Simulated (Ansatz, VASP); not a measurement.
## Re: VASP beside Ansatz

File INCAR:

```
SYSTEM = Re
PREC     = Accurate       ! precision mode
ENCUT    = 520            ! plane-wave cutoff, eV
EDIFF    = 1E-6           ! SCF threshold, eV
ISMEAR   = -1             ! smearing method
SIGMA    = 0.1            ! smearing width, eV
LREAL    = .FALSE.        ! projectors in reciprocal space
LASPH    = .TRUE.         ! aspherical terms in the spheres
NELM     = 100            ! most SCF steps
ALGO     = Normal         ! electronic algorithm
ISIF     = 2              ! what is computed and relaxed
LWAVE    = .FALSE.        ! write WAVECAR
LCHARG   = .FALSE.        ! write CHGCAR
GGA      = PS             ! functional
NBANDS   = 10             ! bands
```

Contents of KPOINTS:

```
Automatic mesh
0
G
  16 16 16
  0 0 0
```

File POSCAR:

```
Re
1.0
   -1.5217551305      1.5217551305      1.5217551305
    1.5217551305     -1.5217551305      1.5217551305
    1.5217551305      1.5217551305     -1.5217551305
Re
1
Direct
    0.0000000000      0.0000000000      0.0000000000
```

Input for Ansatz:

```yaml
crystal:
  lattice:
    - [-1.5217551305, 1.5217551305, 1.5217551305]
    - [1.5217551305, -1.5217551305, 1.5217551305]
    - [1.5217551305, 1.5217551305, -1.5217551305]
  atoms:
    - { symbol: Re, position: [0.0, 0.0, 0.0] }
hamiltonian:
  xc: pbesol
  pseudopotentials:
    kind: paw
    azcp:
      Re: "pseudopotentials/Re.paw.azcp"
basis:
  ecutwfc: 420
  fft_grid_basis: typed
kpoints:
  mp_grid: { grid: [16, 16, 16], shift: [0, 0, 0] }
magnetization:
  spin_polarized: false
scf:
  occupations: { method: fermi_dirac, width: 0.1 }
  lower_state_search: "off"
output:
  stress: true
  write_density: true
  write_potential: true
  elf: true
  volumetric_format: npy
```

Alike in both runs: task single point; functional PBEsol; k mesh 16 × 16 × 16; occupations fermi-dirac, width 0.1 eV; no spin polarisation.

```csv
,VASP,Ansatz
version,VASP 6.6.1,Ansatz 0.2.0
potentials or method,"VASP PAW PBE potentials, release 64 (Re), cutoff 520 eV","plane waves (420 eV) with PAW, scalar-relativistic"
valence electrons in the cell,7,15
```

VASP gave:

- pressure (GPa): 17.8

Task: Which values does Ansatz return?

Result: Pressure (GPa): 17.4.

VASP's potentials were made for PBE, not for PBEsol, and Ansatz warns of the same on its side. The functional is the same, so the differences come from potentials, cutoffs and numerics. VASP's potentials hold 7 valence electrons a cell and Ansatz's 15, so a difference there can come from the potentials and not from the codes.

Neither program's run includes spin-orbit coupling.
